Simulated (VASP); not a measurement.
# Rh (Fm-3m) in VASP: notebook, part 2 of 2

VASP 6.6.1.

### 4 Electric field gradients, LDA (14.58 Å³/atom)

This run uses another cell than the first one, of 14.58 Å³/atom.

INCAR

```
ALGO = Normal
EDIFF = 1E-8
ENCUT = 520
ISIF = 2
ISMEAR = -1
LASPH = T
LCHARG = F
LEFG = T
LREAL = F
LWAVE = F
NBANDS = 14
NELM = 60
PREC = Accurate
SIGMA = 0.03
```

KPOINTS

```
k-points
0
Gamma
  16 16 16
```

POSCAR

```
Rh
1.0
    0.0000000000      1.9388447625      1.9388447625
    1.9388447625      0.0000000000      1.9388447625
    1.9388447625      1.9388447625      0.0000000000
Rh
1
Direct
    0.0000000000      0.0000000000      0.0000000000
```

Potentials or basis: VASP PAW LDA potentials, release 64 (Rh_pv).

On the command line:

```console
$ cat potpaw_LDA.64/Rh_pv/POTCAR > POTCAR
$ mpirun -np 1 vasp_std > vasp.out
```

OUTCAR:

```text
EDIFF = 1E-8
   ENCUT = 520
   ISIF = 2
   ISMEAR = -1
   LASPH = T
   LREAL = F
   NELM = 60
   PREC = Accurate

 ion  position               nearest neighbor table
   1  0.000  0.000  0.000-

  LATTYP: Found a face centered cubic cell.
 ALAT       =     3.8776895250

  Lattice vectors:

 A1 = (   0.0000000000,   1.9388447625,   1.9388447625)
 A2 = (   1.9388447625,   0.0000000000,   1.9388447625)
 A3 = (   1.9388447625,   1.9388447625,   0.0000000000)

Analysis of symmetry for initial positions (statically):
=====================================================================
 Subroutine PRICEL returns:
 Original cell was already a primitive cell.

 Routine SETGRP: Setting up the symmetry group for a
 face centered cubic supercell.

 Subroutine GETGRP returns: Found 48 space group operations
 (whereof 48 operations were pure point group operations)
 out of a pool of 48 trial point group operations.

The static configuration has the point symmetry O_h .

Analysis of symmetry for dynamics (positions and initial velocities):
=====================================================================
 Subroutine PRICEL returns:
 Original cell was already a primitive cell.

 Routine SETGRP: Setting up the symmetry group for a
 face centered cubic supercell.

 Subroutine GETGRP returns: Found 48 space group operations
 (whereof 48 operations were pure point group operations)
 out of a pool of 48 trial point group operations.

The dynamic configuration has the point symmetry O_h .

 Subroutine INISYM returns: Found 48 space group operations
 (whereof 48 operations are pure point group operations),
 and found     1 'primitive' translations
[... 160 lines left out ...]
     12      31.7110      0.00000
     13      31.7110      0.00000
     14      31.7110      0.00000
[... 377 lines left out ...]
      1     -35.4659      2.00000
      2     -35.4261      2.00000
      3     -35.4132      2.00000
      4       3.4440      2.00000
      5       7.6343      2.00000
      6       7.9505      2.00000
      7       7.9939      2.00000
      8       9.5873      2.00000
      9       9.7801      2.00000
     10      27.1551      0.00000
     11      30.0680      0.00000
     12      31.1677      0.00000
     13      31.6912      0.00000
     14      32.5176      0.00000

 [... further k-points ...]

------------------------ aborting loop because EDIFF is reached ----------------------------------------

  FORCE on cell =-STRESS in cart. coord.  units (eV):
  Direction    XX          YY          ZZ          XY          YZ          ZX
  --------------------------------------------------------------------------------------
  -------------------------------------------------------------------------------------
  Total       -2.1301661     -2.1301661     -2.1301661      0.0000000      0.0000000      0.0000000
  in kB     -234.1342504   -234.1342504   -234.1342504      0.0000000      0.0000000      0.0000000
  external PRESSURE =    -234.1342504 kB  Pullay stress =       0.0000000 kB

 VOLUME and BASIS-vectors are now :
 -----------------------------------------------------------------------------
  energy-cutoff  :      520.00
  volume of cell :       14.58
      direct lattice vectors                 reciprocal lattice vectors
     0.000000000  1.938844763  1.938844763    -0.257885525  0.257885525  0.257885525
     1.938844763  0.000000000  1.938844763     0.257885525 -0.257885525  0.257885525
     1.938844763  1.938844763  0.000000000     0.257885525  0.257885525 -0.257885525

 POSITION                                       TOTAL-FORCE (eV/Angst)
 -----------------------------------------------------------------------------------
      0.00000      0.00000      0.00000         0.000000     -0.000000     -0.000000
 -----------------------------------------------------------------------------------
    total drift:                               -0.000000     -0.000000     -0.000000

  FREE ENERGIE OF THE ION-ELECTRON SYSTEM (eV)
  ---------------------------------------------------
  free  energy   TOTEN  =        -8.5797588563 eV

  energy  without entropy=       -8.5748524436  energy(sigma->0) =       -8.57730565

 Electric field gradients (V/A^2)
---------------------------------------------------------------------
 ion       V_xx      V_yy      V_zz      V_xy      V_xz      V_yz
---------------------------------------------------------------------
   1      -0.000     0.000     0.000    -0.001    -0.001    -0.001
---------------------------------------------------------------------

 Electric field gradients after diagonalization (V/A^2)
 (convention: |V_zz| > |V_xx| > |V_yy|)
----------------------------------------------------------------------
 ion       V_xx      V_yy      V_zz     asymmetry (V_yy - V_xx)/ V_zz
----------------------------------------------------------------------
   1       0.001     0.001    -0.001       0.000
----------------------------------------------------------------------

           NMR quadrupolar parameters

 Cq : quadrupolar parameter    Cq=e*Q*V_zz/h
 eta: asymmetry parameters     (V_yy - V_xx)/ V_zz
 Q  : nuclear electric quadrupole moment in mb (millibarn)
----------------------------------------------------------------------
 ion       Cq(MHz)       eta       Q (mb)
----------------------------------------------------------------------
   1      -0.000       0.000       1.000
----------------------------------------------------------------------
```

Run time: 39 s. Hardware: 1 thread of AMD EPYC 7R13, shared host; peak memory 0.11 GiB.

What came out:

* Free energy: -8.5798 eV
* Pressure: -23.4 GPa
* Band gap on the k mesh: zero (an odd number of electrons rules out a gap without spin polarisation)
* Largest electric field gradient by atom: zero within the noise of the run

Levels at points of the mesh, in eV from the Fermi level:
```tsv
k point	band 3	band 4	band 5	band 6	band 7	band 8	band 9	band 10	band 11	band 12
(0.00, 0.00, 0.00)	-46.05	-7.59	-2.83	-2.83	-2.83	-0.89	-0.89	15.99	20.52	21.07
(0.50, 0.00, 0.00)	-46.14	-5.68	-2.88	-2.88	0.53	0.53	0.78	8.01	15.49	20.52
(0.50, 0.50, 0.00)	-46.28	-5.79	-5.47	0.52	0.90	0.90	3.15	11.52	12.88	12.88
```

Caveat: the cell stands under tension.

### 5 Electric field gradients, LDA (14.58 Å³/atom)

This run uses another cell than the first one, of 14.58 Å³/atom.

INCAR

```
SYSTEM = Rh
PREC = Accurate
ENCUT = 520
EDIFF = 1E-8
ISMEAR = -1
SIGMA = 0.03
LREAL = .FALSE.
LASPH = .TRUE.
NELM = 60
ALGO = Normal
ISIF = 2
LWAVE = .FALSE.
LCHARG = .FALSE.
GGA = CA
LEFG = .TRUE.
NBANDS = 14
```

KPOINTS

```
Automatic mesh
0
G
  16 16 16
  0 0 0
```

POSCAR is that of step 4.

Potentials or basis: VASP PAW LDA potentials, release 64 (Rh_pv).

On the command line:

```console
$ cat potpaw_LDA.64/Rh_pv/POTCAR > POTCAR
$ mpirun -np 1 vasp_std > vasp.out
```

OUTCAR:

```text
SYSTEM = Rh
   PREC = Accurate
   ENCUT = 520
   EDIFF = 1E-8
   ISMEAR = -1
   LREAL = .FALSE.
   LASPH = .TRUE.
   NELM = 60
   ISIF = 2
   GGA = CA

 ion  position               nearest neighbor table
   1  0.000  0.000  0.000-

  LATTYP: Found a face centered cubic cell.
 ALAT       =     3.8776895250

  Lattice vectors:

 A1 = (   0.0000000000,   1.9388447625,   1.9388447625)
 A2 = (   1.9388447625,   0.0000000000,   1.9388447625)
 A3 = (   1.9388447625,   1.9388447625,   0.0000000000)

Analysis of symmetry for initial positions (statically):
=====================================================================
 Subroutine PRICEL returns:
 Original cell was already a primitive cell.

 Routine SETGRP: Setting up the symmetry group for a
 face centered cubic supercell.

 Subroutine GETGRP returns: Found 48 space group operations
 (whereof 48 operations were pure point group operations)
 out of a pool of 48 trial point group operations.

The static configuration has the point symmetry O_h .

Analysis of symmetry for dynamics (positions and initial velocities):
=====================================================================
 Subroutine PRICEL returns:
 Original cell was already a primitive cell.

 Routine SETGRP: Setting up the symmetry group for a
 face centered cubic supercell.

 Subroutine GETGRP returns: Found 48 space group operations
 (whereof 48 operations were pure point group operations)
 out of a pool of 48 trial point group operations.

The dynamic configuration has the point symmetry O_h .

 Subroutine INISYM returns: Found 48 space group operations
 (whereof 48 operations are pure point group operations),
 and found     1 'primitive' translations

----------------------------------------------------------------------------------------

                                     Primitive cell

  volume of cell :      14.5767

  direct lattice vectors                    reciprocal lattice vectors
     0.000000000  1.938844763  1.938844763    -0.257885525  0.257885525  0.257885525
     1.938844763  0.000000000  1.938844763     0.257885525 -0.257885525  0.257885525
     1.938844763  1.938844763  0.000000000     0.257885525  0.257885525 -0.257885525

  length of vectors
     2.741940558  2.741940558  2.741940558     0.446670832  0.446670832  0.446670832

  position of ions in fractional coordinates (direct lattice)
     0.000000000  0.000000000  0.000000000

  ion indices of the primitive-cell ions
   primitive index   ion index
                 1           1

----------------------------------------------------------------------------------------

 KPOINTS: Automatic mesh

Automatic generation of k-mesh.
 Grid dimensions read from file:
 generate k-points for:   16   16   16

 Generating k-lattice:

  Cartesian coordinates                     Fractional coordinates (reciprocal lattice)
[... 70 lines left out ...]
   PSTRESS=    0.0 pullay stress
   NELECT =      15.0000    total number of electrons
   NUPDOWN=      -1.0000    fix difference up-down
   EMIN   =  10.00;   EMAX   =-10.00  energy-range for DOS
   EFERMI =   0.00;   METHOD = LEGACY
   ISMEAR =    -1;   SIGMA  =   0.03  broadening in eV -4-tet -1-fermi 0-gaus
   EFERMI_NEDOS =   21; number of points for ismear=-14 and -15
   IALGO  =     38    algorithm
   IMIX   =      4    mixing-type and parameters
     AMIX     =   0.40;   BMIX     =  1.00
     AMIX_MAG =   1.60;   BMIX_MAG =  1.00
  volume/ion in A,a.u.               =      14.58        98.37
  Fermi-wavevector in a.u.,A,eV,Ry     =   1.652795  3.123329 37.167442  2.731730
  Thomas-Fermi vector in A             =   2.741343
   LORBIT       =      0    0 simple, 1 ext, 2 COOP (PROOUT), +10 PAW based schemes
   GGA     = CA    functional components
   LHFCALC =     F    Hartree Fock is set to
   AEXX    =    0.0000 exact exchange contribution
   IVDW    =     0    specifies the selected vdW correction
   LEPSILON=     F    determine dielectric tensor
   LRPA    =     F    only Hartree local field effects (RPA)
 non-spin polarized calculation
  energy-cutoff  :      520.00
  volume of cell :       14.58
 maximum number of plane-waves:       401
   NGX = 11   NGY = 11   NGZ = 11

 number of electron      14.9999992 magnetization

 Free energy of the ion-electron system (eV)
  ---------------------------------------------------
  ext. energy  EPLUGINS =         0.00000000
  ---------------------------------------------------
  free energy    TOTEN  =        -8.57975886 eV

  energy without entropy =       -8.57485244  energy(sigma->0) =       -8.57730565

 E-fermi :  10.6444     XC(G=0): -13.9824

 val. band max:       10.6412550526   @ k =   0.3125   0.2500   0.0000
 cond. band min:      10.6493952646   @ k =  -0.1875   0.1250   0.0000
 fundamental gap:      0.0081402120
 Fermi energy:        10.6443682263

 k-point     1 :       0.0000    0.0000    0.0000
  band No.  band energies     occupation
      1     -35.4086      2.00000
      2     -35.4086      2.00000
      3     -35.4086      2.00000
      4       3.0529      2.00000
      5       7.8153      2.00000
      6       7.8153      2.00000
      7       7.8153      2.00000
      8       9.7558      2.00000
      9       9.7558      2.00000
     10      26.6377      0.00000
     11      31.1659      0.00000
     12      31.7110      0.00000
     13      31.7110      0.00000
     14      31.7110      0.00000
[... 377 lines left out ...]
      1     -35.4659      2.00000
      2     -35.4261      2.00000
      3     -35.4132      2.00000
      4       3.4440      2.00000
      5       7.6343      2.00000
      6       7.9505      2.00000
      7       7.9939      2.00000
      8       9.5873      2.00000
      9       9.7801      2.00000
     10      27.1551      0.00000
     11      30.0680      0.00000
     12      31.1677      0.00000
     13      31.6912      0.00000
     14      32.5176      0.00000

 [... further k-points ...]

------------------------ aborting loop because EDIFF is reached ----------------------------------------

  FORCE on cell =-STRESS in cart. coord.  units (eV):
  Direction    XX          YY          ZZ          XY          YZ          ZX
  --------------------------------------------------------------------------------------
  -------------------------------------------------------------------------------------
  Total       -2.1301661     -2.1301661     -2.1301661      0.0000000      0.0000000      0.0000000
  in kB     -234.1342504   -234.1342504   -234.1342504      0.0000000      0.0000000      0.0000000
  external PRESSURE =    -234.1342504 kB  Pullay stress =       0.0000000 kB

 VOLUME and BASIS-vectors are now :
 -----------------------------------------------------------------------------
  energy-cutoff  :      520.00
  volume of cell :       14.58
      direct lattice vectors                 reciprocal lattice vectors
     0.000000000  1.938844763  1.938844763    -0.257885525  0.257885525  0.257885525
     1.938844763  0.000000000  1.938844763     0.257885525 -0.257885525  0.257885525
     1.938844763  1.938844763  0.000000000     0.257885525  0.257885525 -0.257885525

 POSITION                                       TOTAL-FORCE (eV/Angst)
 -----------------------------------------------------------------------------------
      0.00000      0.00000      0.00000         0.000000     -0.000000     -0.000000
 -----------------------------------------------------------------------------------
    total drift:                               -0.000000     -0.000000     -0.000000

  FREE ENERGIE OF THE ION-ELECTRON SYSTEM (eV)
  ---------------------------------------------------
  free  energy   TOTEN  =        -8.5797588563 eV

  energy  without entropy=       -8.5748524436  energy(sigma->0) =       -8.57730565

 Electric field gradients (V/A^2)
---------------------------------------------------------------------
 ion       V_xx      V_yy      V_zz      V_xy      V_xz      V_yz
---------------------------------------------------------------------
   1      -0.000     0.000     0.000    -0.001    -0.001    -0.001
---------------------------------------------------------------------

 Electric field gradients after diagonalization (V/A^2)
 (convention: |V_zz| > |V_xx| > |V_yy|)
----------------------------------------------------------------------
 ion       V_xx      V_yy      V_zz     asymmetry (V_yy - V_xx)/ V_zz
----------------------------------------------------------------------
   1       0.001     0.001    -0.001       0.000
----------------------------------------------------------------------

           NMR quadrupolar parameters

 Cq : quadrupolar parameter    Cq=e*Q*V_zz/h
 eta: asymmetry parameters     (V_yy - V_xx)/ V_zz
 Q  : nuclear electric quadrupole moment in mb (millibarn)
----------------------------------------------------------------------
 ion       Cq(MHz)       eta       Q (mb)
----------------------------------------------------------------------
   1      -0.000       0.000       1.000
----------------------------------------------------------------------
```

OSZICAR:

```text
N       E                     dE             d eps       ncg     rms          rms(c)
DAV:   1     0.119951312121E+03    0.11995E+03   -0.87083E+03  4060   0.113E+03
DAV:   2    -0.755064522704E+01   -0.12750E+03   -0.12182E+03  4402   0.340E+02
DAV:   3    -0.915771909740E+01   -0.16071E+01   -0.16041E+01  5008   0.420E+01
DAV:   4    -0.916400040479E+01   -0.62813E-02   -0.62811E-02  4672   0.270E+00
DAV:   5    -0.916405836151E+01   -0.57957E-04   -0.57956E-04  4930   0.230E-01    0.917E+00
DAV:   6    -0.859853891290E+01    0.56552E+00   -0.10368E+00  4366   0.137E+01    0.280E+00
DAV:   7    -0.858458551888E+01    0.13953E-01   -0.17537E-02  4558   0.125E+00    0.145E+00
DAV:   8    -0.857980530321E+01    0.47802E-02   -0.34792E-03  4606   0.811E-01    0.841E-02
DAV:   9    -0.857975358807E+01    0.51715E-04   -0.95790E-05  4426   0.134E-01    0.273E-02
DAV:  10    -0.857975889568E+01   -0.53076E-05   -0.29068E-06  4510   0.198E-02    0.185E-03
DAV:  11    -0.857975885748E+01    0.38191E-07   -0.11598E-07  4822   0.437E-03    0.374E-04
DAV:  12    -0.857975885632E+01    0.11632E-08   -0.50991E-09  2570   0.998E-04
   1 F= -.85797589E+01 E0= -.85773056E+01  d E =-.490641E-02
```

stdout:

```text
POSCAR found type information on POSCAR Rh
 POSCAR found :  1 types and       1 ions
 scaLAPACK will be used
 LDA part: xc-table for (Slater(with rela. corr.)+CA(PZ))
 , standard interpolation
 POSCAR, INCAR and KPOINTS ok, starting setup
 FFT: planning ... GRIDC
 FFT: planning ... GRID_SOFT
 FFT: planning ... GRID
 WAVECAR not read
 entering main loop
ion   1
```

Wall time 40 s (1 thread of AMD EPYC 7R13, shared host); peak memory 0.11 GiB.

Results:

```
Free energy                             : -8.5798 eV
Pressure                                : -23.4 GPa
Band gap on the k mesh                  : zero (an odd number of electrons rules out a gap without spin polarisation)
Largest electric field gradient by atom : zero within the noise of the run
```

Levels at points of the mesh, in eV from the Fermi level:
```tsv
k point	band 3	band 4	band 5	band 6	band 7	band 8	band 9	band 10	band 11	band 12
(0.00, 0.00, 0.00)	-46.05	-7.59	-2.83	-2.83	-2.83	-0.89	-0.89	15.99	20.52	21.07
(0.50, 0.00, 0.00)	-46.14	-5.68	-2.88	-2.88	0.53	0.53	0.78	8.01	15.49	20.52
(0.50, 0.50, 0.00)	-46.28	-5.79	-5.47	0.52	0.90	0.90	3.15	11.52	12.88	12.88
```

Caveat: the cell stands under tension.

### 6 Overview

```csv
cell,gap on the mesh (eV),pressure (GPa)
"a = 2.707 Å, angles 60.0°, 1 atom",none,-15.3
"a = 2.725 Å, angles 60.0°, 1 atom",none,-19.6
"a = 2.742 Å, angles 60.0°, 1 atom",none,-23.4
```

Alike in all rows: task electric field gradients; level LDA; potentials or basis VASP PAW LDA potentials, release 64 (Rh_pv); no spin polarisation; k mesh 16 × 16 × 16; cutoff (eV) 520; smearing fermi-dirac 0.03 eV.

Caveats: the cell stands under tension.

Absolute energies hang on the potentials; compare differences alone.
